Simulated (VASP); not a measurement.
Here is a VASP 6.6.1 calculation.

File INCAR:

```
  ALGO = Normal
  EDIFF = 1E-7
  ENCUT = 520
  GGA = CA
  ISIF = 2
  ISMEAR = -1
  LASPH = T
  LCHARG = T
  LELF = T
  LREAL = F
  LVHAR = T
  LWAVE = F
  NBANDS = 38
  NELM = 100
  PREC = Accurate
  SIGMA = 0.15
```

File KPOINTS:

```
k-points
0
Gamma
  10 10 3
```

Contents of POSCAR:

```
Rh
1.0
    2.6917450000      0.0000000000      0.0000000000
   -1.3458720000      2.3311190000      0.0000000000
    0.0000000000      0.0000000000      8.7980700000
Rh
4
Direct
    0.0000000000      0.0000000000      0.0000000000
    0.3333333333      0.6666666667      0.2500000000
    0.0000000000      0.0000000000      0.5000000000
    0.6666666667      0.3333333333      0.7500000000
```

Potentials or basis: VASP PAW LDA potentials, release 64 (Rh_pv).

Command:

```bash
$ cat potpaw_LDA.64/Rh_pv/POTCAR > POTCAR
$ mpirun -np 1 vasp_std > vasp.out
```

What does it give for the band gap on the k mesh?

Zero (band 30 reaches 12.50 eV, above the bottom of band 31 at 10.65 eV).

Estimate the pressure.

-10.1 GPa.

Stress tensor (GPa, compression positive):
```
-10.03   0.00   0.00
  0.00 -10.03   0.00
  0.00   0.00 -10.20
```
